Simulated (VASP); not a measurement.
# GaN (F-43m) in VASP: single point with PBEsol

Aim: the single point of GaN with PBEsol.

All numbers are computed with VASP 6.6.1; they aren't measurements. Logs are shortened: lines on timing, memory, paths and dates and some standing lists are left out, and cuts for length are marked.

## Step 1: The cell of the first run

Symmetry: F-43m, No. 216, cubic system. Conventional cell: a = 4.507 Å, b = 4.507 Å, c = 4.507 Å, α = 90.00°, β = 90.00°, γ = 90.00°. Ga (site symmetry -43m) has 4 N at 1.95 Å within 2.6 Å. N (site symmetry -43m) has 4 Ga at 1.95 Å within 2.6 Å.

## Step 2: Single point, PBEsol

INCAR

```
SYSTEM = GaN
PREC = Accurate
ENCUT = 520
EDIFF = 1E-7
ISMEAR = 0
SIGMA = 0.01
LREAL = .FALSE.
LASPH = .TRUE.
NELM = 80
ALGO = Normal
ISIF = 2
LWAVE = .FALSE.
LCHARG = .FALSE.
GGA = PS
NBANDS = 16
```

KPOINTS

```
regular mesh
0
G
  6 6 6
  0 0 0
```

POSCAR

```
GaN
1.0
    0.0000000000      2.2535006100      2.2535006100
    2.2535006100      0.0000000000      2.2535006100
    2.2535006100      2.2535006100      0.0000000000
Ga N
1 1
Direct
    0.0000000000      0.0000000000      0.0000000000
    0.7500000000      0.7500000000      0.7500000000
```

Potentials or basis: VASP PAW PBE potentials, release 64 (Ga_d, N).

The run is started by

```bash
cat potpaw_PBE.64/Ga_d/POTCAR potpaw_PBE.64/N/POTCAR > POTCAR
mpirun -np 1 vasp_std > vasp.out
```

OUTCAR:

```text
SYSTEM = GaN
   PREC = Accurate
   ENCUT = 520
   EDIFF = 1E-7
   ISMEAR = 0
   LREAL = .FALSE.
   LASPH = .TRUE.
   NELM = 80
   ISIF = 2
   GGA = PS

 ion  position               nearest neighbor table
   1  0.000  0.000  0.000-   2 1.95   2 1.95   2 1.95   2 1.95
   2  0.750  0.750  0.750-   1 1.95   1 1.95   1 1.95   1 1.95

  LATTYP: Found a face centered cubic cell.
 ALAT       =     4.5070012200

  Lattice vectors:

 A1 = (   0.0000000000,   2.2535006100,   2.2535006100)
 A2 = (   2.2535006100,   0.0000000000,   2.2535006100)
 A3 = (   2.2535006100,   2.2535006100,   0.0000000000)

Analysis of symmetry for initial positions (statically):
=====================================================================
 Subroutine PRICEL returns:
 Original cell was already a primitive cell.

 Routine SETGRP: Setting up the symmetry group for a
 face centered cubic supercell.

 Subroutine GETGRP returns: Found 24 space group operations
 (whereof 24 operations were pure point group operations)
 out of a pool of 48 trial point group operations.

The static configuration has the point symmetry T_d .

Analysis of symmetry for dynamics (positions and initial velocities):
=====================================================================
 Subroutine PRICEL returns:
 Original cell was already a primitive cell.

 Routine SETGRP: Setting up the symmetry group for a
 face centered cubic supercell.

 Subroutine GETGRP returns: Found 24 space group operations
 (whereof 24 operations were pure point group operations)
 out of a pool of 48 trial point group operations.

The dynamic configuration has the point symmetry T_d .

 Subroutine INISYM returns: Found 24 space group operations
 (whereof 24 operations are pure point group operations),
 and found     1 'primitive' translations

----------------------------------------------------------------------------------------

                                     Primitive cell

  volume of cell :      22.8877

  direct lattice vectors                    reciprocal lattice vectors
     0.000000000  2.253500610  2.253500610    -0.221877020  0.221877020  0.221877020
     2.253500610  0.000000000  2.253500610     0.221877020 -0.221877020  0.221877020
     2.253500610  2.253500610  0.000000000     0.221877020  0.221877020 -0.221877020

  length of vectors
     3.186931125  3.186931125  3.186931125     0.384302272  0.384302272  0.384302272

  position of ions in fractional coordinates (direct lattice)
     0.000000000  0.000000000  0.000000000
     0.750000000  0.750000000  0.750000000

  ion indices of the primitive-cell ions
   primitive index   ion index
                 1           1
                 2           2

----------------------------------------------------------------------------------------

 KPOINTS: regular mesh

Automatic generation of k-mesh.
 Grid dimensions read from file:
 generate k-points for:    6    6    6

 Generating k-lattice:

  Cartesian coordinates                     Fractional coordinates (reciprocal lattice)
    -0.036979503  0.036979503  0.036979503     0.166666667  0.000000000  0.000000000
     0.036979503 -0.036979503  0.036979503     0.000000000  0.166666667  0.000000000
     0.036979503  0.036979503 -0.036979503     0.000000000  0.000000000  0.166666667

  Length of vectors
     0.064050379  0.064050379  0.064050379

  Shift w.r.t. Gamma in fractional coordinates (k-lattice)
     0.000000000  0.000000000  0.000000000

 Subroutine IBZKPT returns following result:
 ===========================================

 Found     16 irreducible k-points:

 Following reciprocal coordinates:
            Coordinates               Weight
  0.000000  0.000000  0.000000      1.000000
  0.166667  0.000000  0.000000      8.000000
  0.333333  0.000000  0.000000      8.000000
  0.500000  0.000000  0.000000      4.000000
  0.166667  0.166667  0.000000      6.000000
  0.333333  0.166667  0.000000     24.000000
[... 8 lines left out ...]
 -0.333333  0.333333  0.166667     24.000000
 -0.333333  0.500000  0.166667     12.000000
   k-points           NKPTS =     16   k-points in BZ     NKDIM =     16   number of bands    NBANDS=     16
   number of dos      NEDOS =    301   number of ions     NIONS =      2
   total plane-waves  NPLWV =  13824
   dimension x,y,z NGX =    24 NGY =   24 NGZ =   24
   dimension x,y,z NGXF=    48 NGYF=   48 NGZF=   48
   ions per type =               1   1
   NGX,Y,Z   is equivalent  to a cutoff of  12.52, 12.52, 12.52 a.u.
   NGXF,Y,Z  is equivalent  to a cutoff of  25.04, 25.04, 25.04 a.u.
 SYSTEM =  GaN
   PREC   = accura    normal or accurate (medium, high low for compatibility)
   ISTART =      0    job   : 0-new  1-cont  2-samecut
   ICHARG =      2    charge: 1-file 2-atom 10-const
   ISPIN  =      1    spin polarized calculation?
   LNONCOLLINEAR =      F non collinear calculations
   LSORBIT =      F    spin-orbit coupling
   LASPH  =      T    aspherical Exc in radial PAW
   ENCUT  =  520.0 eV  38.22 Ry    6.18 a.u.   5.93  5.93  5.93*2*pi/ulx,y,z
   NELM   =     80;   NELMIN=  2; NELMDL= -5     # of ELM steps
   EDIFF  = 0.1E-06   stopping-criterion for ELM
   LREAL  =      F    real-space projection
   EDIFFG = 0.1E-05   stopping-criterion for IOM
   NSW    =      0    number of steps for IOM
   IBRION =     -1    ionic relax: 0-MD 1-quasi-New 2-CG
   NFREE  =      0    steps in history (QN), initial steepest desc. (CG)
   ISIF   =      2    stress and relaxation
   ISYM   =      2    0-nonsym 1-usesym 2-fastsym
   POTIM  = 0.5000    time-step for ionic-motion
   TEBEG  =    0.0;   TEEND  =   0.0 temperature during run
   PSTRESS=    0.0 pullay stress
   NELECT =      18.0000    total number of electrons
   NUPDOWN=      -1.0000    fix difference up-down
   EMIN   =  10.00;   EMAX   =-10.00  energy-range for DOS
   EFERMI =   0.00;   METHOD = LEGACY
   ISMEAR =     0;   SIGMA  =   0.01  broadening in eV -4-tet -1-fermi 0-gaus
   EFERMI_NEDOS =   21; number of points for ismear=-14 and -15
   IALGO  =     38    algorithm
   IMIX   =      4    mixing-type and parameters
     AMIX     =   0.40;   BMIX     =  1.00
     AMIX_MAG =   1.60;   BMIX_MAG =  1.00
  volume/ion in A,a.u.               =      11.44        77.23
  Fermi-wavevector in a.u.,A,eV,Ry     =   1.511117  2.855596 31.068543  2.283473
  Thomas-Fermi vector in A             =   2.621216
   LORBIT       =      0    0 simple, 1 ext, 2 COOP (PROOUT), +10 PAW based schemes
   GGA     = PS    functional components
   LHFCALC =     F    Hartree Fock is set to
   AEXX    =    0.0000 exact exchange contribution
   IVDW    =     0    specifies the selected vdW correction
   LEPSILON=     F    determine dielectric tensor
   LRPA    =     F    only Hartree local field effects (RPA)
 non-spin polarized calculation
 Gauss-broadening in eV      SIGMA  =   0.01
  energy-cutoff  :      520.00
  volume of cell :       22.89
 maximum number of plane-waves:       636
   NGX = 11   NGY = 11   NGZ = 11

 number of electron      18.0000004 magnetization

 Free energy of the ion-electron system (eV)
  ---------------------------------------------------
  ext. energy  EPLUGINS =         0.00000000
  ---------------------------------------------------
  free energy    TOTEN  =       -13.11715771 eV

  energy without entropy =      -13.11715771  energy(sigma->0) =      -13.11715771

 E-fermi :   5.2310     XC(G=0): -11.9009

 val. band max:        5.1544287981   @ k =   0.0000   0.0000   0.0000
 cond. band min:       6.8350603967   @ k =   0.0000   0.0000   0.0000
 fundamental gap:      1.6806315986
 Fermi energy:         5.2310230448

 k-point     1 :       0.0000    0.0000    0.0000
  band No.  band energies     occupation
      1     -10.7788      2.00000
      2      -8.2533      2.00000
      3      -8.2533      2.00000
      4      -8.2533      2.00000
      5      -7.9285      2.00000
      6      -7.9285      2.00000
[... 8 lines left out ...]
     15      23.8416      0.00000
     16      23.8416      0.00000

 k-point     2 :       0.1667    0.0000    0.0000
  band No.  band energies     occupation
      1     -10.4870      2.00000
      2      -8.2189      2.00000
      3      -8.2189      2.00000
      4      -8.1298      2.00000
      5      -7.9301      2.00000
      6      -7.9301      2.00000
[... 8 lines left out ...]
     15      21.9286      0.00000
     16      21.9286      0.00000

 k-point     3 :       0.3333    0.0000    0.0000
  band No.  band energies     occupation
      1      -9.9969      2.00000
      2      -8.1733      2.00000
      3      -8.1733      2.00000
      4      -7.9076      2.00000
      5      -7.9076      2.00000
      6      -7.4699      2.00000
[... 8 lines left out ...]
     15      22.6943      0.00000
     16      22.6943      0.00000

 k-point     4 :       0.5000    0.0000    0.0000
  band No.  band energies     occupation
      1      -9.8373      2.00000
      2      -8.1647      2.00000
      3      -8.1647      2.00000
      4      -7.8809      2.00000
      5      -7.8809      2.00000
      6      -6.6757      2.00000
[... 8 lines left out ...]
     15      24.6850      0.00000
     16      24.6850      0.00000
[... 172 lines left out ...]
 k-point    14 :       0.5000    0.3333    0.1667
  band No.  band energies     occupation
      1      -9.7682      2.00000
      2      -8.1171      2.00000
      3      -8.0961      2.00000
      4      -7.9888      2.00000
      5      -7.8915      2.00000
      6      -6.8112      2.00000
[... 8 lines left out ...]
     15      24.9013      0.00000
     16      27.4380      0.00000

 k-point    15 :      -0.3333    0.3333    0.1667
  band No.  band energies     occupation
      1      -9.6936      2.00000
      2      -8.1318      2.00000
      3      -8.0646      2.00000
      4      -7.9526      2.00000
      5      -7.9054      2.00000
      6      -6.1731      2.00000
[... 8 lines left out ...]
     15      23.8873      0.00000
     16      27.8327      0.00000

 k-point    16 :      -0.3333    0.5000    0.1667
  band No.  band energies     occupation
      1      -9.6584      2.00000
      2      -8.1235      2.00000
      3      -8.0471      2.00000
      4      -7.9373      2.00000
      5      -7.8885      2.00000
      6      -6.0236      2.00000
[... 8 lines left out ...]
     15      25.6697      0.00000
     16      28.0733      0.00000

------------------------ aborting loop because EDIFF is reached ----------------------------------------

  FORCE on cell =-STRESS in cart. coord.  units (eV):
  Direction    XX          YY          ZZ          XY          YZ          ZX
  --------------------------------------------------------------------------------------
  -------------------------------------------------------------------------------------
  Total       -0.1943102     -0.1943102     -0.1943102      0.0000000      0.0000000      0.0000000
  in kB      -13.6020116    -13.6020116    -13.6020116      0.0000000      0.0000000      0.0000000
  external PRESSURE =     -13.6020116 kB  Pullay stress =       0.0000000 kB

 VOLUME and BASIS-vectors are now :
 -----------------------------------------------------------------------------
  energy-cutoff  :      520.00
  volume of cell :       22.89
      direct lattice vectors                 reciprocal lattice vectors
     0.000000000  2.253500610  2.253500610    -0.221877020  0.221877020  0.221877020
     2.253500610  0.000000000  2.253500610     0.221877020 -0.221877020  0.221877020
     2.253500610  2.253500610  0.000000000     0.221877020  0.221877020 -0.221877020

 POSITION                                       TOTAL-FORCE (eV/Angst)
 -----------------------------------------------------------------------------------
      0.00000      0.00000      0.00000         0.000000      0.000000      0.000000
      3.38025      3.38025      3.38025        -0.000000     -0.000000     -0.000000
 -----------------------------------------------------------------------------------
    total drift:                               -0.000001     -0.000001     -0.000001

  FREE ENERGIE OF THE ION-ELECTRON SYSTEM (eV)
  ---------------------------------------------------
  free  energy   TOTEN  =       -13.1171577095 eV

  energy  without entropy=      -13.1171577095  energy(sigma->0) =      -13.11715771
```

Run time: 5.3 s. Hardware: 1 thread of AMD EPYC 7R13 (Zen 3), shared host; peak memory 0.11 GiB.

What came out:

```
Free energy            : -13.1172 eV
Pressure               : -1.4 GPa
Band gap on the k mesh : 1.68 eV, direct
```

Levels at points of the mesh, in eV from the valence-band top:
```csv
k point,band 6,band 7,band 8,band 9,band 10,band 11,band 12,band 13
"(0.00, 0.00, 0.00)",-13.08,0.00,0.00,0.00,1.68,10.20,10.20,10.20
"(0.50, 0.00, 0.00)",-11.83,-7.12,-0.98,-0.98,4.56,8.63,10.26,10.26
"(0.50, 0.50, 0.00)",-11.40,-6.18,-2.74,-2.74,3.22,6.56,11.57,13.88
```

Caveat: the PAW data sets were made with another functional, which shifts forces and pressure a little.
